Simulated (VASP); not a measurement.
TiO2 (Anatase):

```
CELL_PARAMETERS angstrom
-1.89210 1.89210 4.75730
1.89210 -1.89210 4.75730
1.89210 1.89210 -4.75730
ATOMIC_POSITIONS crystal
Ti 0.00000 0.00000 0.00000
Ti 0.75000 0.25000 0.50000
O 0.20810 0.20810 0.00000
O 0.95810 0.45810 0.50000
O 0.54190 0.04190 0.50000
O 0.79190 0.79190 0.00000
```

Base run:

```yaml
Program: VASP 6.6.1
Functional: LDA
Potentials_or_basis: VASP PAW LDA potentials, release 64 (Ti_sv, O)
Cutoff: 520 eV
k_mesh: 8 × 8 × 8
Occupations: methfessel-paxton, width 0.02 eV
Spin: no spin polarisation
```

Its results: band gap on the k mesh 2.03 eV, indirect (least direct gap 2.34 eV); pressure -5.6 GPa; largest force 0.088 eV/Å.

The run is repeated on the same cell with these changes: k mesh from 8 × 8 × 8 to 3 × 3 × 3. What comes out?

Band gap on the k mesh 2.11 eV, indirect (least direct gap 2.36 eV); pressure -5.7 GPa; largest force 0.007 eV/Å.

Caveats: some runs use coarse meshes.

A k mesh can miss the band edges.
